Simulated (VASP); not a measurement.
# KI (I4/mmm) in VASP: further runs

Runs on KI. Level: PBE. Tasks: single point.

Everything below comes from runs of VASP 6.6.1. Logs are shortened: lines on timing, memory, paths and dates and some standing lists are left out, and cuts for length are marked.

## Step 1: The cell of the first run

It takes space group I4/mmm (No. 139, tetragonal). Conventional cell: a = 5.234 Å, b = 5.234 Å, c = 6.873 Å, α = 90.00°, β = 90.00°, γ = 90.00°. K (site symmetry 4/mmm) has 6 I at 3.44 to 3.70 Å within 4.5 Å. Within 4.5 Å of I (site symmetry 4/mmm) lie 6 K at 3.44 to 3.70 Å.

## Step 2: Single point, PBE (strain +0.050 along x and y, -0.025 along z)

File INCAR:

```
SYSTEM = KI
ALGO = Normal ; EDIFF = 1E-6
ENCUT = 520 ; GGA = PE
ISIF = 2 ; ISMEAR = 0
LASPH = .TRUE. ; LCHARG = .FALSE.
LREAL = .FALSE. ; LWAVE = .FALSE.
NBANDS = 15 ; NELM = 80
PREC = Accurate ; SIGMA = 0.05
```

File KPOINTS:

```
k-points
0
G
  6 6 6
  0 0 0
```

File POSCAR:

```
KI
1.0
    0.0000000000      3.7007775000      3.4364362500
    3.7007775000      0.0000000000      3.4364362500
    3.7007775000      3.7007775000      0.0000000000
K I
1 1
Direct
    0.0000000000      0.0000000000      0.0000000000
    0.5000000000      0.5000000000      0.5000000000
```

Potentials or basis: VASP PAW PBE potentials, release 64 (K_sv, I).

On the command line:

```console
$ cat potpaw_PBE.64/K_sv/POTCAR potpaw_PBE.64/I/POTCAR > POTCAR
$ mpirun -np 1 vasp_std > vasp.out
```

OUTCAR:

```text
SYSTEM = KI
   EDIFF = 1E-6
   ENCUT = 520
   GGA = PE
   ISIF = 2
   ISMEAR = 0
   LASPH = .TRUE.
   LREAL = .FALSE.
   NELM = 80
   PREC = Accurate

 ion  position               nearest neighbor table
   1  0.000  0.000  0.000-   2 3.44   2 3.44
   2  0.500  0.500  0.500-   1 3.44   1 3.44

  LATTYP: Found a body centered tetragonal cell.
 ALAT       =     5.2336897318
 C/A-ratio  =     1.3131983079

  Lattice vectors:

 A1 = (   0.0000000000,  -3.7007775000,  -3.4364362500)
 A2 = (   0.0000000000,   3.7007775000,  -3.4364362500)
 A3 = (   3.7007775000,   0.0000000000,   3.4364362500)

Analysis of symmetry for initial positions (statically):
=====================================================================
 Subroutine PRICEL returns:
 Original cell was already a primitive cell.

 Routine SETGRP: Setting up the symmetry group for a
 body centered tetragonal supercell.

 Subroutine GETGRP returns: Found 16 space group operations
 (whereof 16 operations were pure point group operations)
 out of a pool of 16 trial point group operations.

The static configuration has the point symmetry D_4h.

Analysis of symmetry for dynamics (positions and initial velocities):
=====================================================================
 Subroutine PRICEL returns:
 Original cell was already a primitive cell.

 Routine SETGRP: Setting up the symmetry group for a
 body centered tetragonal supercell.

 Subroutine GETGRP returns: Found 16 space group operations
 (whereof 16 operations were pure point group operations)
 out of a pool of 16 trial point group operations.

The dynamic configuration has the point symmetry D_4h.

 Subroutine INISYM returns: Found 16 space group operations
 (whereof 16 operations are pure point group operations),
 and found     1 'primitive' translations

----------------------------------------------------------------------------------------

                                     Primitive cell

  volume of cell :      94.1292

  direct lattice vectors                    reciprocal lattice vectors
     0.000000000  3.700777500  3.436436250    -0.135106744  0.135106744  0.145499571
     3.700777500  0.000000000  3.436436250     0.135106744 -0.135106744  0.145499571
     3.700777500  3.700777500  0.000000000     0.135106744  0.135106744 -0.145499571

  length of vectors
     5.050232490  5.050232490  5.233689732     0.240162008  0.240162008  0.240162008

  position of ions in fractional coordinates (direct lattice)
     0.000000000  0.000000000  0.000000000
     0.500000000  0.500000000  0.500000000

  ion indices of the primitive-cell ions
   primitive index   ion index
                 1           1
                 2           2

----------------------------------------------------------------------------------------

 KPOINTS: k-points

Automatic generation of k-mesh.
 Grid dimensions read from file:
 generate k-points for:    6    6    6

 Generating k-lattice:

  Cartesian coordinates                     Fractional coordinates (reciprocal lattice)
    -0.022517791  0.022517791  0.024249928     0.166666667 -0.000000000  0.000000000
     0.022517791 -0.022517791  0.024249928    -0.000000000  0.166666667  0.000000000
     0.022517791  0.022517791 -0.024249928     0.000000000  0.000000000  0.166666667

  Length of vectors
     0.040027001  0.040027001  0.040027001

  Shift w.r.t. Gamma in fractional coordinates (k-lattice)
     0.000000000  0.000000000  0.000000000

 Subroutine IBZKPT returns following result:
 ===========================================

 Found     30 irreducible k-points:

 Following reciprocal coordinates:
            Coordinates               Weight
  0.000000  0.000000  0.000000      1.000000
  0.166667 -0.000000  0.000000      8.000000
  0.333333  0.000000  0.000000      8.000000
  0.500000  0.000000  0.000000      4.000000
  0.166667  0.166667  0.000000      2.000000
  0.333333  0.166667  0.000000      8.000000
[... 16 lines left out ...]
  0.333333  0.000000  0.333333      4.000000
  0.500000  0.000000  0.333333     16.000000
 [... further k-points ...]
   k-points           NKPTS =     30   k-points in BZ     NKDIM =     30   number of bands    NBANDS=     15
   number of dos      NEDOS =    301   number of ions     NIONS =      2
   total plane-waves  NPLWV =  64000
   dimension x,y,z NGX =    40 NGY =   40 NGZ =   40
   dimension x,y,z NGXF=    80 NGYF=   80 NGZF=   80
   ions per type =               1   1
   NGX,Y,Z   is equivalent  to a cutoff of  13.17, 13.17, 12.71 a.u.
   NGXF,Y,Z  is equivalent  to a cutoff of  26.33, 26.33, 25.41 a.u.
 SYSTEM =  KI
   PREC   = accura    normal or accurate (medium, high low for compatibility)
   ISTART =      0    job   : 0-new  1-cont  2-samecut
   ICHARG =      2    charge: 1-file 2-atom 10-const
   ISPIN  =      1    spin polarized calculation?
   LNONCOLLINEAR =      F non collinear calculations
   LSORBIT =      F    spin-orbit coupling
   LASPH  =      T    aspherical Exc in radial PAW
   ENCUT  =  520.0 eV  38.22 Ry    6.18 a.u.   9.39  9.39  9.73*2*pi/ulx,y,z
   NELM   =     80;   NELMIN=  2; NELMDL= -5     # of ELM steps
   EDIFF  = 0.1E-05   stopping-criterion for ELM
   LREAL  =      F    real-space projection
   EDIFFG = 0.1E-04   stopping-criterion for IOM
   NSW    =      0    number of steps for IOM
   IBRION =     -1    ionic relax: 0-MD 1-quasi-New 2-CG
   NFREE  =      0    steps in history (QN), initial steepest desc. (CG)
   ISIF   =      2    stress and relaxation
   ISYM   =      2    0-nonsym 1-usesym 2-fastsym
   POTIM  = 0.5000    time-step for ionic-motion
   TEBEG  =    0.0;   TEEND  =   0.0 temperature during run
   PSTRESS=    0.0 pullay stress
   NELECT =      16.0000    total number of electrons
   NUPDOWN=      -1.0000    fix difference up-down
   EMIN   =  10.00;   EMAX   =-10.00  energy-range for DOS
   EFERMI =   0.00;   METHOD = LEGACY
   ISMEAR =     0;   SIGMA  =   0.05  broadening in eV -4-tet -1-fermi 0-gaus
   EFERMI_NEDOS =   21; number of points for ismear=-14 and -15
   IALGO  =     38    algorithm
   IMIX   =      4    mixing-type and parameters
     AMIX     =   0.40;   BMIX     =  1.00
     AMIX_MAG =   1.60;   BMIX_MAG =  1.00
  volume/ion in A,a.u.               =      47.06       317.61
  Fermi-wavevector in a.u.,A,eV,Ry     =   0.906860  1.713716 11.189355  0.822394
  Thomas-Fermi vector in A             =   2.030598
   LORBIT       =      0    0 simple, 1 ext, 2 COOP (PROOUT), +10 PAW based schemes
   GGA     = PE    functional components
   LHFCALC =     F    Hartree Fock is set to
   AEXX    =    0.0000 exact exchange contribution
   IVDW    =     0    specifies the selected vdW correction
   LEPSILON=     F    determine dielectric tensor
   LRPA    =     F    only Hartree local field effects (RPA)
 non-spin polarized calculation
 Gauss-broadening in eV      SIGMA  =   0.05
  energy-cutoff  :      520.00
  volume of cell :       94.13
 maximum number of plane-waves:      2549
 NGX is ok and might be reduce to    40
   NGX = 19   NGY = 19   NGZ = 19

 number of electron      16.0000002 magnetization

 Free energy of the ion-electron system (eV)
  ---------------------------------------------------
  ext. energy  EPLUGINS =         0.00000000
  ---------------------------------------------------
  free energy    TOTEN  =        -5.54207551 eV

  energy without entropy =       -5.54207551  energy(sigma->0) =       -5.54207551

 E-fermi :  -0.4384     XC(G=0):  -6.9190

 val. band max:       -0.7387194944   @ k =   0.0000   0.0000   0.0000
 cond. band min:       3.0737340797   @ k =   0.0000   0.0000   0.0000
 fundamental gap:      3.8124535742
 Fermi energy:        -0.4383686935

 k-point     1 :       0.0000    0.0000    0.0000
  band No.  band energies     occupation
      1     -29.3503      2.00000
      2     -12.8336      2.00000
      3     -12.8336      2.00000
      4     -12.8327      2.00000
      5     -11.1562      2.00000
      6      -0.7389      2.00000
      7      -0.7389      2.00000
      8      -0.7387      2.00000
      9       3.0737      0.00000
     10       5.6479      0.00000
     11       5.6479      0.00000
     12       6.0699      0.00000
     13       6.3061      0.00000
     14       6.6174      0.00000
     15       8.9918      0.00000

 k-point     2 :       0.1667   -0.0000    0.0000
  band No.  band energies     occupation
      1     -29.3500      2.00000
      2     -12.8623      2.00000
      3     -12.8349      2.00000
      4     -12.8331      2.00000
      5     -11.0996      2.00000
      6      -1.1120      2.00000
      7      -0.8197      2.00000
      8      -0.8143      2.00000
      9       3.6561      0.00000
     10       5.6604      0.00000
     11       5.9302      0.00000
     12       6.2126      0.00000
     13       6.5855      0.00000
     14       6.9217      0.00000
     15       9.7737      0.00000

 k-point     3 :       0.3333    0.0000    0.0000
  band No.  band energies     occupation
      1     -29.3493      2.00000
      2     -12.9162      2.00000
      3     -12.8374      2.00000
      4     -12.8329      2.00000
      5     -10.9894      2.00000
      6      -1.6870      2.00000
      7      -0.9699      2.00000
      8      -0.9565      2.00000
      9       4.4843      0.00000
     10       6.1064      0.00000
     11       6.5536      0.00000
     12       6.8518      0.00000
     13       7.3808      0.00000
     14       7.6974      0.00000
     15       8.5936      0.00000
[... 343 lines left out ...]
 k-point    23 :       0.3333    0.0000    0.3333
  band No.  band energies     occupation
      1     -29.3490      2.00000
      2     -12.8692      2.00000
      3     -12.8444      2.00000
      4     -12.8401      2.00000
      5     -11.0523      2.00000
      6      -1.5682      2.00000
      7      -1.0018      2.00000
      8      -0.9364      2.00000
      9       4.5584      0.00000
     10       4.7607      0.00000
     11       6.9439      0.00000
     12       7.0902      0.00000
     13       7.7164      0.00000
     14       7.9602      0.00000
     15       8.6945      0.00000

 k-point    24 :       0.5000    0.0000    0.3333
  band No.  band energies     occupation
      1     -29.3487      2.00000
      2     -12.8767      2.00000
      3     -12.8537      2.00000
      4     -12.8416      2.00000
      5     -11.0171      2.00000
      6      -1.6101      2.00000
      7      -1.2021      2.00000
      8      -1.0226      2.00000
      9       4.6792      0.00000
     10       5.3159      0.00000
     11       6.7592      0.00000
     12       7.3723      0.00000
     13       7.8786      0.00000
     14       8.4422      0.00000
     15       8.7144      0.00000

 [... further k-points ...]

------------------------ aborting loop because EDIFF is reached ----------------------------------------

  FORCE on cell =-STRESS in cart. coord.  units (eV):
  Direction    XX          YY          ZZ          XY          YZ          ZX
  --------------------------------------------------------------------------------------
  -------------------------------------------------------------------------------------
  Total       -0.3006795     -0.3006795      0.6744742      0.0000000      0.0000000     -0.0000000
  in kB       -5.1178806     -5.1178806     11.4802586      0.0000000      0.0000000     -0.0000000
  external PRESSURE =       0.4148325 kB  Pullay stress =       0.0000000 kB

 VOLUME and BASIS-vectors are now :
 -----------------------------------------------------------------------------
  energy-cutoff  :      520.00
  volume of cell :       94.13
      direct lattice vectors                 reciprocal lattice vectors
     0.000000000  3.700777500  3.436436250    -0.135106744  0.135106744  0.145499571
     3.700777500  0.000000000  3.436436250     0.135106744 -0.135106744  0.145499571
     3.700777500  3.700777500  0.000000000     0.135106744  0.135106744 -0.145499571

 POSITION                                       TOTAL-FORCE (eV/Angst)
 -----------------------------------------------------------------------------------
      0.00000      0.00000      0.00000        -0.000000     -0.000000     -0.000000
      3.70078      3.70078      3.43644         0.000000      0.000000      0.000000
 -----------------------------------------------------------------------------------
    total drift:                                0.000000     -0.000000     -0.000000

  FREE ENERGIE OF THE ION-ELECTRON SYSTEM (eV)
  ---------------------------------------------------
  free  energy   TOTEN  =        -5.5420755137 eV

  energy  without entropy=       -5.5420755137  energy(sigma->0) =       -5.54207551
```

It took 54 s on 1 thread of Intel Xeon Platinum 8488C (Sapphire Rapids), shared host; peak memory 0.25 GiB.

What came out:

```
Free energy            : -5.5421 eV
Pressure               : 0.0 GPa
Band gap on the k mesh : 3.81 eV, direct
```

Caveat: the cell differs from its parent crystal (strain +0.050 along x and y, -0.025 along z); spin-orbit coupling is left out, which moves the levels of the heavy elements.

## Step 3: Single point, PBE (strain +0.050 along x and y, +0.000 along z)

File INCAR:

```
PREC = Accurate ; ENCUT = 520
EDIFF = 1E-6 ; ISMEAR = 0
SIGMA = 0.05 ; LREAL = False
LASPH = True ; NELM = 100
ALGO = Normal ; ISIF = 2
LWAVE = False ; LCHARG = False
GGA = PE ; NBANDS = 15
```

File KPOINTS:

```
Automatic mesh
0
Gamma
  6 6 6
```

File POSCAR:

```
KI
1.0
    0.0000000000      3.7007775000      3.5245500000
    3.7007775000      0.0000000000      3.5245500000
    3.7007775000      3.7007775000      0.0000000000
K I
1 1
Direct
    0.0000000000      0.0000000000      0.0000000000
    0.5000000000      0.5000000000      0.5000000000
```

Potentials or basis: VASP PAW PBE potentials, release 64 (K_sv, I).

On the command line:

```console
$ cat potpaw_PBE.64/K_sv/POTCAR potpaw_PBE.64/I/POTCAR > POTCAR
$ mpirun -np 1 vasp_std > vasp.out
```

Wall time 52 s (1 thread of Intel Xeon Platinum 8488C (Sapphire Rapids), shared host); peak memory 0.25 GiB.

Results (log left out):

* Free energy: -5.5526 eV
* Pressure: -0.3 GPa
* Band gap on the k mesh: 3.76 eV, direct

Stress tensor (GPa, compression positive):
```
-0.60  0.00  0.00
 0.00 -0.60  0.00
 0.00  0.00  0.28
```

Levels at points of the mesh, in eV from the valence-band top:
```tsv
k point	band 6	band 7	band 8	band 9	band 10	band 11
(0.00, 0.00, 0.00)	-0.01	0.00	0.00	3.76	6.43	6.43
(0.50, 0.00, 0.00)	-1.13	-0.28	-0.27	5.42	7.40	7.79
(0.50, 0.50, 0.00)	-0.84	-0.36	-0.36	5.03	5.58	8.07
(0.50, 0.00, 0.50)	-0.87	-0.33	-0.27	5.08	5.55	7.95
```

Caveat: the cell differs from its parent crystal (strain +0.050 along x and y, +0.000 along z); spin-orbit coupling is left out, which moves the levels of the heavy elements.

(Continued in part 2 of 2.)
